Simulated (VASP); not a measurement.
# ZnS (P6_3mc) in VASP: further runs

The runs below take ZnS through single point, relaxation of cell and atoms, with r2SCAN.

Program: VASP 6.6.1. These are calculated values, not measurements. Logs are shortened: lines on timing, memory, paths and dates and some standing lists are left out, and cuts for length are marked.

## Step 1: The cell of the first run

Symmetry: P6_3mc, No. 186, hexagonal system. The conventional cell has a = 3.746 Å, b = 3.746 Å, c = 6.156 Å, α = 90.00°, β = 90.00°, γ = 120.00°. Within 3.0 Å of Zn (site symmetry 3m) lie 4 S at 2.30 Å. S (site symmetry 3m) has 4 Zn at 2.30 Å within 3.0 Å.

## Step 2: Single point, r2SCAN

File POSCAR:

```
ZnS
1.0
    3.7462072637      0.0000000000      0.0000000000
   -1.8731036318      3.2443106582      0.0000000000
    0.0000000000      0.0000000000      6.1561820686
Zn S
2 2
Direct
    0.3333333333      0.6666666667      0.0056802049
    0.6666666667      0.3333333333      0.5056802049
    0.3333333333      0.6666666667      0.3793197951
    0.6666666667      0.3333333333      0.8793197951
```

File INCAR.step1:

```
  ALGO = Normal
  EDIFF = 1E-4
  ENCUT = 520
  GGA = PE
  ISMEAR = 0
  LASPH = T
  LCHARG = F
  LREAL = F
  LWAVE = T
  NBANDS = 26
  NELM = 100
  PREC = Accurate
  SIGMA = 0.01
```

File INCAR.step2:

```
  ALGO = Normal
  EDIFF = 1E-6
  ENCUT = 520
  ISIF = 2
  ISMEAR = 0
  ISTART = 1
  LASPH = T
  LCHARG = F
  LMIXTAU = T
  LREAL = F
  LWAVE = F
  METAGGA = R2SCAN
  NBANDS = 26
  NELM = 100
  PREC = Accurate
  SIGMA = 0.01
```

File KPOINTS:

```
k-points
0
Gamma
  6 6 4
```

Potentials or basis: VASP PAW PBE potentials, release 64 (Zn, S).

Launch:

```console
cat potpaw_PBE.64/Zn/POTCAR potpaw_PBE.64/S/POTCAR > POTCAR
cp INCAR.step1 INCAR
mpirun -np 1 vasp_std > vasp.out
cp INCAR.step2 INCAR
mpirun -np 1 vasp_std > vasp.out
```

OUTCAR:

```text
EDIFF = 1E-6
   ENCUT = 520
   ISIF = 2
   ISMEAR = 0
   ISTART = 1
   LASPH = T
   LREAL = F
   METAGGA = R2SCAN
   NELM = 100
   PREC = Accurate

 ion  position               nearest neighbor table
   1  0.333  0.667  0.006-   4 2.30   4 2.30   4 2.30   3 2.30
   2  0.667  0.333  0.506-   3 2.30   3 2.30   3 2.30   4 2.30
   3  0.333  0.667  0.379-   2 2.30   2 2.30   2 2.30   1 2.30
   4  0.667  0.333  0.879-   1 2.30   1 2.30   1 2.30   2 2.30

  LATTYP: Found a hexagonal cell.
 ALAT       =     3.7462072637
 C/A-ratio  =     1.6433105900

  Lattice vectors:

 A1 = (   3.7462072637,   0.0000000000,   0.0000000000)
 A2 = (  -1.8731036318,   3.2443106582,   0.0000000000)
 A3 = (   0.0000000000,   0.0000000000,   6.1561820686)

Analysis of symmetry for initial positions (statically):
=====================================================================
 Subroutine PRICEL returns:
 Original cell was already a primitive cell.

 Routine SETGRP: Setting up the symmetry group for a
 hexagonal supercell.

 Subroutine GETGRP returns: Found 12 space group operations
 (whereof  6 operations were pure point group operations)
 out of a pool of 24 trial point group operations.

The static configuration has the point symmetry C_3v.
 The point group associated with its full space group is C_6v.

Analysis of symmetry for dynamics (positions and initial velocities):
=====================================================================
 Subroutine PRICEL returns:
 Original cell was already a primitive cell.

 Routine SETGRP: Setting up the symmetry group for a
 hexagonal supercell.

 Subroutine GETGRP returns: Found 12 space group operations
 (whereof  6 operations were pure point group operations)
 out of a pool of 24 trial point group operations.

The dynamic configuration has the point symmetry C_3v.
 The point group associated with its full space group is C_6v.

 Subroutine INISYM returns: Found 12 space group operations
 (whereof  6 operations are pure point group operations),
 and found     1 'primitive' translations

----------------------------------------------------------------------------------------

                                     Primitive cell

  volume of cell :      74.8214

  direct lattice vectors                    reciprocal lattice vectors
     3.746207264  0.000000000  0.000000000     0.266936645  0.154115944  0.000000000
    -1.873103632  3.244310658  0.000000000     0.000000000  0.308231888  0.000000000
     0.000000000  0.000000000  6.156182069     0.000000000  0.000000000  0.162438341

  length of vectors
     3.746207264  3.746207264  6.156182069     0.308231888  0.308231888  0.162438341

  position of ions in fractional coordinates (direct lattice)
     0.333333333  0.666666667  0.005680205
     0.666666667  0.333333333  0.505680205
     0.333333333  0.666666667  0.379319795
     0.666666667  0.333333333  0.879319795

  ion indices of the primitive-cell ions
   primitive index   ion index
                 1           1
                 2           2
                 3           3
                 4           4

----------------------------------------------------------------------------------------

 KPOINTS: k-points

Automatic generation of k-mesh.
 Grid dimensions read from file:
 generate k-points for:    6    6    4

 Generating k-lattice:

  Cartesian coordinates                     Fractional coordinates (reciprocal lattice)
     0.044489441  0.025685991  0.000000000     0.166666667  0.000000000  0.000000000
     0.000000000  0.051371981  0.000000000     0.000000000  0.166666667  0.000000000
     0.000000000  0.000000000  0.040609585     0.000000000  0.000000000  0.250000000

  Length of vectors
     0.051371981  0.051371981  0.040609585

  Shift w.r.t. Gamma in fractional coordinates (k-lattice)
     0.000000000  0.000000000  0.000000000

 Subroutine IBZKPT returns following result:
 ===========================================

 Found     21 irreducible k-points:

 Following reciprocal coordinates:
            Coordinates               Weight
  0.000000  0.000000  0.000000      1.000000
  0.166667 -0.000000  0.000000      6.000000
  0.333333  0.000000  0.000000      6.000000
  0.500000  0.000000  0.000000      3.000000
  0.166667  0.166667  0.000000      6.000000
  0.333333  0.166667  0.000000     12.000000
[... 13 lines left out ...]
  0.333333  0.166667  0.500000     12.000000
  0.333333  0.333333  0.500000      2.000000
   k-points           NKPTS =     21   k-points in BZ     NKDIM =     21   number of bands    NBANDS=     26
   number of dos      NEDOS =    301   number of ions     NIONS =      4
   total plane-waves  NPLWV =  37632
   dimension x,y,z NGX =    28 NGY =   28 NGZ =   48
   dimension x,y,z NGXF=    56 NGYF=   56 NGZF=   96
   ions per type =               2   2
   NGX,Y,Z   is equivalent  to a cutoff of  12.43, 12.43, 12.96 a.u.
   NGXF,Y,Z  is equivalent  to a cutoff of  24.85, 24.85, 25.92 a.u.
 SYSTEM =  unknown system
   PREC   = accura    normal or accurate (medium, high low for compatibility)
   ISTART =      1    job   : 0-new  1-cont  2-samecut
   ICHARG =      0    charge: 1-file 2-atom 10-const
   ISPIN  =      1    spin polarized calculation?
   LNONCOLLINEAR =      F non collinear calculations
   LSORBIT =      F    spin-orbit coupling
   LASPH  =      T    aspherical Exc in radial PAW
   ENCUT  =  520.0 eV  38.22 Ry    6.18 a.u.   6.97  6.97 11.45*2*pi/ulx,y,z
   NELM   =    100;   NELMIN=  2; NELMDL=  0     # of ELM steps
   EDIFF  = 0.1E-05   stopping-criterion for ELM
   LREAL  =      F    real-space projection
   EDIFFG = 0.1E-04   stopping-criterion for IOM
   NSW    =      0    number of steps for IOM
   IBRION =     -1    ionic relax: 0-MD 1-quasi-New 2-CG
   NFREE  =      0    steps in history (QN), initial steepest desc. (CG)
   ISIF   =      2    stress and relaxation
   ISYM   =      2    0-nonsym 1-usesym 2-fastsym
   POTIM  = 0.5000    time-step for ionic-motion
   TEBEG  =    0.0;   TEEND  =   0.0 temperature during run
   PSTRESS=    0.0 pullay stress
   NELECT =      36.0000    total number of electrons
   NUPDOWN=      -1.0000    fix difference up-down
   EMIN   =  10.00;   EMAX   =-10.00  energy-range for DOS
   EFERMI =   0.00;   METHOD = LEGACY
   ISMEAR =     0;   SIGMA  =   0.01  broadening in eV -4-tet -1-fermi 0-gaus
   EFERMI_NEDOS =   21; number of points for ismear=-14 and -15
   IALGO  =     38    algorithm
   IMIX   =      4    mixing-type and parameters
     AMIX     =   0.40;   BMIX     =  1.00
     AMIX_MAG =   1.60;   BMIX_MAG =  1.00
  volume/ion in A,a.u.               =      18.71       126.23
  Fermi-wavevector in a.u.,A,eV,Ry     =   1.282824  2.424186 22.390259  1.645638
  Thomas-Fermi vector in A             =   2.415113
   LORBIT       =      0    0 simple, 1 ext, 2 COOP (PROOUT), +10 PAW based schemes
   METAGGA = R2SCAN    functional components
   LHFCALC =     F    Hartree Fock is set to
   AEXX    =    0.0000 exact exchange contribution
   IVDW    =     0    specifies the selected vdW correction
   LEPSILON=     F    determine dielectric tensor
   LRPA    =     F    only Hartree local field effects (RPA)
 non-spin polarized calculation
 Gauss-broadening in eV      SIGMA  =   0.01
  energy-cutoff  :      520.00
  volume of cell :       74.82
 maximum number of plane-waves:      2031
 NGX is ok and might be reduce to    28
   NGX = 13   NGY = 13   NGZ = 23

 number of electron      36.0000014 magnetization

 Free energy of the ion-electron system (eV)
  ---------------------------------------------------
  ext. energy  EPLUGINS =         0.00000000
  ---------------------------------------------------
  free energy    TOTEN  =       -37.67826873 eV

  energy without entropy =      -37.67826873  energy(sigma->0) =      -37.67826873

 E-fermi :   2.4347     XC(G=0): -10.5495

 val. band max:        2.3724336623   @ k =   0.0000   0.0000   0.0000
 cond. band min:       5.3788030731   @ k =   0.0000   0.0000   0.0000
 fundamental gap:      3.0063694108
 Fermi energy:         2.4347197991

 k-point     1 :       0.0000    0.0000    0.0000
  band No.  band energies     occupation
      1     -11.7332      2.00000
      2     -10.6850      2.00000
      3      -4.3713      2.00000
      4      -4.3502      2.00000
      5      -4.3501      2.00000
      6      -4.2500      2.00000
[... 18 lines left out ...]
     25      10.6269      0.00000
     26      12.4674      0.00000

 k-point     2 :       0.1667   -0.0000    0.0000
  band No.  band energies     occupation
      1     -11.5291      2.00000
      2     -10.5729      2.00000
      3      -4.3692      2.00000
      4      -4.3280      2.00000
      5      -4.3106      2.00000
      6      -4.2249      2.00000
[... 18 lines left out ...]
     25      11.1492      0.00000
     26      11.5218      0.00000

 k-point     3 :       0.3333    0.0000    0.0000
  band No.  band energies     occupation
      1     -11.0369      2.00000
      2     -10.3715      2.00000
      3      -4.3663      2.00000
      4      -4.2612      2.00000
      5      -4.2480      2.00000
      6      -4.0854      2.00000
[... 18 lines left out ...]
     25      11.6766      0.00000
     26      13.0114      0.00000

 k-point     4 :       0.5000    0.0000    0.0000
  band No.  band energies     occupation
      1     -10.6941      2.00000
      2     -10.3298      2.00000
      3      -4.3469      2.00000
      4      -4.2274      2.00000
      5      -4.1020      2.00000
      6      -4.0616      2.00000
[... 18 lines left out ...]
     25      12.1121      0.00000
     26      14.8026      0.00000
[... 409 lines left out ...]
      1     -10.8131      2.00000
      2     -10.8131      2.00000
      3      -4.3541      2.00000
      4      -4.3541      2.00000
      5      -4.2083      2.00000
      6      -4.2083      2.00000
[... 18 lines left out ...]
     25      11.3639      0.00000
     26      11.3639      0.00000

 k-point    20 :       0.3333    0.1667    0.5000
  band No.  band energies     occupation
      1     -10.5071      2.00000
      2     -10.5071      2.00000
      3      -4.3036      2.00000
      4      -4.3036      2.00000
      5      -4.1309      2.00000
      6      -4.1309      2.00000
[... 18 lines left out ...]
     25      12.2222      0.00000
     26      12.2222      0.00000

 k-point    21 :       0.3333    0.3333    0.5000
  band No.  band energies     occupation
      1     -10.4018      2.00000
      2     -10.4018      2.00000
      3      -4.2118      2.00000
      4      -4.2118      2.00000
      5      -4.1679      2.00000
      6      -4.1679      2.00000
[... 18 lines left out ...]
     25      12.6440      0.00000
     26      12.6440      0.00000

------------------------ aborting loop because EDIFF is reached ----------------------------------------

  FORCE on cell =-STRESS in cart. coord.  units (eV):
  Direction    XX          YY          ZZ          XY          YZ          ZX
  --------------------------------------------------------------------------------------
  -------------------------------------------------------------------------------------
  Total        1.9222199      1.9222199      1.8949360      0.0000000      0.0000000      0.0000000
  in kB       41.1611935     41.1611935     40.5769528      0.0000000      0.0000000      0.0000000
  external PRESSURE =      40.9664466 kB  Pullay stress =       0.0000000 kB

 VOLUME and BASIS-vectors are now :
 -----------------------------------------------------------------------------
  energy-cutoff  :      520.00
  volume of cell :       74.82
      direct lattice vectors                 reciprocal lattice vectors
     3.746207264  0.000000000  0.000000000     0.266936645  0.154115944  0.000000000
    -1.873103632  3.244310658  0.000000000     0.000000000  0.308231888  0.000000000
     0.000000000  0.000000000  6.156182069     0.000000000  0.000000000  0.162438341

 POSITION                                       TOTAL-FORCE (eV/Angst)
 -----------------------------------------------------------------------------------
     -0.00000      2.16287      0.03497        -0.000000      0.000000     -0.009288
      1.87310      1.08144      3.11306         0.000000     -0.000000     -0.009288
     -0.00000      2.16287      2.33516        -0.000000      0.000000      0.009288
      1.87310      1.08144      5.41325        -0.000000      0.000000      0.009288
 -----------------------------------------------------------------------------------
    total drift:                               -0.000001     -0.000001     -0.040519

  FREE ENERGIE OF THE ION-ELECTRON SYSTEM (eV)
  ---------------------------------------------------
  free  energy   TOTEN  =       -37.6782687252 eV

  energy  without entropy=      -37.6782687252  energy(sigma->0) =      -37.67826873
```

It took 1.7 min on 1 thread of Intel Xeon Platinum 8488C (Sapphire Rapids), shared host; peak memory 0.21 GiB.

What came out:

| Item | Value |
| --- | --- |
| Free energy | -37.6783 eV |
| Pressure | 4.1 GPa |
| Largest force | 0.009 eV/Å |
| Band gap on the k mesh | 3.01 eV |

Forces on the atoms (eV/Å):
```
Zn   0.000  0.000 -0.009
Zn   0.000  0.000 -0.009
S    0.000  0.000  0.009
S    0.000  0.000  0.009
```

Levels at points of the mesh, in eV from the valence-band top:
```csv
k point,band 14,band 15,band 16,band 17,band 18,band 19,band 20,band 21,band 22,band 23
"(0.00, 0.00, 0.00)",-0.99,-0.99,-0.10,0.00,0.00,3.01,3.72,6.76,6.76,7.02
"(0.50, 0.00, 0.00)",-4.38,-3.59,-2.49,-1.88,-0.98,4.00,4.89,5.40,7.32,8.18
"(0.00, 0.00, 0.50)",-3.03,-0.52,-0.52,-0.52,-0.52,4.25,4.25,7.23,7.23,7.23
"(0.50, 0.00, 0.50)",-5.19,-1.81,-1.81,-1.79,-1.79,3.95,3.95,5.62,5.62,9.43
```

Caveat: the cell stands under pressure; the PAW data sets were made with another functional, which shifts forces and pressure a little.

## Step 3: Single point, r2SCAN

This run uses another cell than the first one, of 19.12 Å³/atom.

File POSCAR:

```
ZnS
1.0
    3.7748893731      0.0000000000      0.0000000000
   -1.8874446865      3.2691500935      0.0000000000
    0.0000000000      0.0000000000      6.1976822249
Zn S
2 2
Direct
    0.3333333333      0.6666666667      0.0055016349
    0.6666666667      0.3333333333      0.5055016349
    0.3333333333      0.6666666667      0.3794983651
    0.6666666667      0.3333333333      0.8794983651
```

File INCAR.step1:

```
SYSTEM = ZnS
PREC     = Accurate       ! precision mode
ENCUT    = 520            ! plane-wave cutoff, eV
ISMEAR   = 0              ! smearing method
SIGMA    = 0.01           ! smearing width, eV
LREAL    = .False.        ! projectors in reciprocal space
LASPH    = .True.         ! aspherical terms in the spheres
NELM     = 100            ! most SCF steps
NBANDS   = 26             ! bands
GGA      = PE             ! functional
ALGO     = Normal         ! electronic algorithm
EDIFF    = 1E-4           ! SCF threshold, eV
LWAVE    = .True.         ! write WAVECAR
LCHARG   = .False.        ! write CHGCAR
```

File INCAR.step2:

```
SYSTEM = ZnS
PREC     = Accurate       ! precision mode
ENCUT    = 520            ! plane-wave cutoff, eV
EDIFF    = 1E-7           ! SCF threshold, eV
ISMEAR   = 0              ! smearing method
SIGMA    = 0.01           ! smearing width, eV
LREAL    = .False.        ! projectors in reciprocal space
LASPH    = .True.         ! aspherical terms in the spheres
NELM     = 100            ! most SCF steps
ALGO     = Normal         ! electronic algorithm
ISIF     = 2              ! what is computed and relaxed
LWAVE    = .False.        ! write WAVECAR
LCHARG   = .False.        ! write CHGCAR
METAGGA  = R2SCAN         ! meta-GGA
LMIXTAU  = .True.       
NBANDS   = 26             ! bands
ISTART   = 1
```

File KPOINTS:

```
Automatic mesh
0
Gamma
  6 6 4
  0 0 0
```

Potentials or basis: VASP PAW PBE potentials, release 64 (Zn, S).

Launch:

```console
cat potpaw_PBE.64/Zn/POTCAR potpaw_PBE.64/S/POTCAR > POTCAR
cp INCAR.step1 INCAR
mpirun -np 1 vasp_std > vasp.out
cp INCAR.step2 INCAR
mpirun -np 1 vasp_std > vasp.out
```

It took 1.8 min on 1 thread of Intel Xeon Platinum 8488C (Sapphire Rapids), shared host; peak memory 0.21 GiB.

It converged, with:

```
Free energy            : -37.7096 eV
Pressure               : 2.1 GPa
Largest force          : 0.003 eV/Å
Band gap on the k mesh : 2.90 eV
```

Forces in eV/Å, atoms in the order of the input:
```
Zn   0.000  0.000 -0.003
Zn   0.000  0.000 -0.003
S    0.000  0.000  0.003
S    0.000  0.000  0.003
```

Levels at points of the mesh, in eV from the valence-band top:
```tsv
k point	band 16	band 17	band 18	band 19	band 20	band 21
(0.00, 0.00, 0.00)	-0.09	0.00	0.00	2.90	3.67	6.78
(0.50, 0.00, 0.00)	-2.40	-1.80	-0.95	4.02	4.84	5.42
(0.00, 0.00, 0.50)	-0.50	-0.50	-0.50	4.19	4.19	7.25
(0.50, 0.00, 0.50)	-1.75	-1.73	-1.73	3.96	3.96	5.64
```

Caveat: the PAW data sets were made with another functional, which shifts forces and pressure a little.

## Step 4: Single point, r2SCAN

This run uses another cell than the first one, of 19.35 Å³/atom.

File POSCAR:

```
ZnS
1.0
    3.7901774751      0.0000000000      0.0000000000
   -1.8950887376      3.2823899783      0.0000000000
    0.0000000000      0.0000000000      6.2201052839
Zn S
2 2
Direct
    0.3333333333      0.6666666667      0.0054233372
    0.6666666667      0.3333333333      0.5054233372
    0.3333333333      0.6666666667      0.3795766628
    0.6666666667      0.3333333333      0.8795766628
```

Changes to INCAR.step1 since step 3:

```diff
@@ -7,3 +7,3 @@
 LASPH    = .True.         ! aspherical terms in the spheres
-NELM     = 100            ! most SCF steps
+NELM     = 80             ! most SCF steps
 NBANDS   = 26             ! bands
```

File INCAR.step2:

```
SYSTEM = ZnS
PREC     = Accurate       ! precision mode
ENCUT    = 520            ! plane-wave cutoff, eV
EDIFF    = 1E-6           ! SCF threshold, eV
ISMEAR   = 0              ! smearing method
SIGMA    = 0.01           ! smearing width, eV
LREAL    = .False.        ! projectors in reciprocal space
LASPH    = .True.         ! aspherical terms in the spheres
NELM     = 80             ! most SCF steps
ALGO     = Normal         ! electronic algorithm
ISIF     = 2              ! what is computed and relaxed
LWAVE    = .False.        ! write WAVECAR
LCHARG   = .True.         ! write CHGCAR
METAGGA  = R2SCAN         ! meta-GGA
LMIXTAU  = .True.       
LELF     = .True.         ! ELF
LVHAR    = .True.       
NBANDS   = 26             ! bands
ISTART   = 1
```

KPOINTS is that of step 3.

Launch:

```console
cat potpaw_PBE.64/Zn/POTCAR potpaw_PBE.64/S/POTCAR > POTCAR
cp INCAR.step1 INCAR
mpirun -np 1 vasp_std > vasp.out
cp INCAR.step2 INCAR
mpirun -np 1 vasp_std > vasp.out
```

Wall time 1.9 min (1 thread of Intel Xeon Platinum 8488C (Sapphire Rapids), shared host); peak memory 0.21 GiB.

It converged, with:

```yaml
Free_energy: -37.7181 eV
Pressure: 1.1 GPa
Band_gap_on_the_k_mesh: 2.85 eV
```

Levels at points of the mesh, in eV from the valence-band top:
| k point | band 15 | band 16 | band 17 | band 18 | band 19 | band 20 | band 21 | band 22 |
| --- | --- | --- | --- | --- | --- | --- | --- | --- |
| (0.00, 0.00, 0.00) | -0.94 | -0.09 | 0.00 | 0.00 | 2.85 | 3.64 | 6.79 | 6.79 |
| (0.50, 0.00, 0.00) | -3.42 | -2.36 | -1.77 | -0.93 | 4.03 | 4.81 | 5.44 | 7.36 |
| (0.00, 0.00, 0.50) | -0.49 | -0.49 | -0.49 | -0.49 | 4.15 | 4.15 | 7.25 | 7.25 |
| (0.50, 0.00, 0.50) | -1.71 | -1.71 | -1.70 | -1.70 | 3.96 | 3.96 | 5.65 | 5.65 |

Caveat: the PAW data sets were made with another functional, which shifts forces and pressure a little.

(Continued in part 2 of 2.)
